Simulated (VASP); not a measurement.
## ScB2Sb3: single point with PBE

ScB2Sb3:

```
CELL_PARAMETERS angstrom
6.02672 0.00000 0.00000
-3.01336 5.21929 0.00000
0.00000 0.00000 3.71342
ATOMIC_POSITIONS crystal
Sc 0.00000 0.00000 0.00000
B 0.33333 0.66667 0.00000
B 0.66667 0.33333 0.00000
Sb 0.50000 0.00000 0.50000
Sb 0.50000 0.50000 0.50000
Sb 0.00000 0.50000 0.50000
```

The cell was generated, and may not be a known phase.

```
Program             : VASP 6.6.1
Task                : single point
Functional          : PBE
Potentials or basis : VASP PAW PBE potentials, release 64 (Sc_sv, B, Sb)
Cutoff              : 520 eV
k mesh              : 3 × 3 × 6
Occupations         : gaussian, width 0.1 eV
Spin                : no spin polarisation
```

- Pressure: 2.9 GPa
- Band gap on the k mesh: zero (bands 16 and 17 overlap by 1.36 eV)

Stress tensor (GPa, compression positive):
```
 10.86   0.00   0.00
  0.00  10.86   0.00
  0.00   0.00 -13.08
```

Levels at points of the mesh, in eV from the Fermi level:
```tsv
k point	band 13	band 14	band 15	band 16	band 17	band 18	band 19	band 20
(0.00, 0.00, 0.00)	-0.49	-0.14	0.97	1.15	1.15	1.18	1.28	1.28
(0.00, 0.00, 0.50)	-4.01	-4.01	-0.60	-0.60	0.34	1.26	1.59	1.59
```

It took 47 s on 1 thread of Oxide Virtual Turin-like Processor (shared host), peak memory 0.22 GiB.

Caveat: the k points lie up to 0.40 Å⁻¹ apart, too coarse for converged energies and pressures of a metal; spin-orbit coupling is left out, which moves the levels of the heavy elements.
